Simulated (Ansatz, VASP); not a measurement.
One calculation of Al, two programs

Contents of INCAR:

```
SYSTEM = Al
PREC     = Accurate       ! precision mode
ENCUT    = 520            ! plane-wave cutoff, eV
EDIFF    = 1E-7           ! SCF threshold, eV
ISMEAR   = 0              ! smearing method
SIGMA    = 0.15           ! smearing width, eV
LREAL    = .False.        ! projectors in reciprocal space
LASPH    = .True.         ! aspherical terms in the spheres
NELM     = 80             ! most SCF steps
ALGO     = Fast           ! electronic algorithm
ISIF     = 2              ! what is computed and relaxed
LWAVE    = .False.        ! write WAVECAR
LCHARG   = .False.        ! write CHGCAR
GGA      = PE             ! functional
IVDW     = 12             ! dispersion correction
NBANDS   = 14             ! bands
```

The input KPOINTS:

```
regular mesh
0
Gamma
  18 18 4
  0 0 0
```

File POSCAR:

```
Al
1.0
    2.8144222649      0.0000000000      0.0000000000
   -1.4072111325      2.4373611784      0.0000000000
    0.0000000000      0.0000000000      9.2410470711
Al
4
Direct
   -0.1473161464     -0.1867593544      0.0000000000
    0.3333333333      0.6666666667      0.2500000000
    0.1473161464      0.1867593544      0.5000000000
    0.6666666667      0.3333333333      0.7500000000
```

Input for Ansatz:

```yaml
crystal:
  lattice:
    - [2.8144222649, 0.0, 0.0]
    - [-1.4072111325, 2.4373611784, 0.0]
    - [0.0, 0.0, 9.2410470711]
  atoms:
    - { symbol: Al, position: [-0.1473161464, -0.1867593544, 0.0] }
    - { symbol: Al, position: [0.3333333333, 0.6666666667, 0.25] }
    - { symbol: Al, position: [0.1473161464, 0.1867593544, 0.5] }
    - { symbol: Al, position: [0.6666666667, 0.3333333333, 0.75] }
basis:
  ecutwfc: 420
kpoints:
  mp_grid: { grid: [18, 18, 4] }
hamiltonian:
  xc: pbe
  pseudopotentials: { kind: paw, azcp: { folder: soft_1 } }
  dispersion: d3bj
scf:
  occupations: { method: gaussian, width: 0.15 }
output:
  forces: true
  stress: true
  eigenvalues: true
```

Change from the starting cell: mode 4 frozen in at -0.152 Å and mode 5 at -0.455 Å (largest displacements).

Alike in both runs: task single point; functional PBE; dispersion D3(BJ); k mesh 18 × 18 × 4; occupations gaussian, width 0.15 eV; no spin polarisation.

|  | VASP | Ansatz |
| --- | --- | --- |
| version | VASP 6.6.1 | Ansatz 0.2.0 |
| potentials or method | VASP PAW PBE potentials, release 64 (Al), cutoff 520 eV | scalar-relativistic, plane waves, PAW |
| valence electrons in the cell | 12 | 12 |

|  | VASP | Ansatz | Ansatz less VASP |
| --- | --- | --- | --- |
| gap on the k mesh at the Fermi level (eV) | none | none | - |
| pressure (GPa) | 1.9 | 1.9 | 0.00 |
| traceless stress, the component that is largest in VASP (GPa) | 3.21 | 3.21 | -0.003 |
| rms of the force components (eV/Å) | 0.219 | 0.219 | +0.0002 |

Atom by atom the forces differ by 0.000 eV/Å (rms over components). A gap of «none» marks a metal or a gap that the smearing closes.
